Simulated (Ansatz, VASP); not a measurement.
**Si: VASP beside Ansatz**

```
Si
1.0
     0.00000    2.72185    2.72185
     2.72185    0.00000    2.72185
     2.72185    2.72185    0.00000
Si
2
Direct
  0.75000 0.75000 0.75000
  0.50000 0.50000 0.50000
```

Alike in both runs: task single point; functional LDA; k mesh 10 × 10 × 10; occupations fermi-dirac, width 0.02 eV; no spin polarisation.

|  | VASP | Ansatz |
| --- | --- | --- |
| version | VASP 6.6.1 | Ansatz 0.2.0 |
| potentials or method | VASP PAW LDA potentials, release 64 (Si), cutoff 520 eV | all-electron LAPW, scalar-relativistic |

```tsv
	VASP	Ansatz	Ansatz less VASP
pressure (GPa)	-2.1	-2.2	-0.09
```

LDA's correlation is that of Perdew and Zunger in VASP and of Perdew and Wang (1992) in Ansatz. Ansatz ran all-electron here, and VASP with PAW potentials.
